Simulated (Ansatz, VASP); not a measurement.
Two plane-wave programs on Ag

```
CELL_PARAMETERS angstrom
-1.65565 1.65565 1.65565
1.65565 -1.65565 1.65565
1.65565 1.65565 -1.65565
ATOMIC_POSITIONS crystal
Ag 0.00000 0.00000 0.00000
```

Alike in both runs: task single point; functional PBE; k mesh 11 × 11 × 11; occupations gaussian, width 0.028 eV; no spin polarisation.

|  | VASP | Ansatz |
| --- | --- | --- |
| version | VASP 6.6.1 | Ansatz 0.2.0 |
| potentials or method | VASP PAW PBE potentials, release 64 (Ag) | Ansatz PAW |
| plane-wave cutoff (eV) | 500 | 420 |
| valence electrons in the cell | 11 | 19 |

Ansatz gave:

* gap on the k mesh at the Fermi level (eV): none
* pressure (GPa): -0.8

Question: Estimate VASP's values.

Answer: gap on the k mesh at the Fermi level (eV): none; pressure (GPa): -0.9.

A gap of «none» marks a metal or a gap that the smearing closes. VASP's potentials hold 11 valence electrons a cell and Ansatz's 19, so a difference there can come from the potentials and not from the codes.
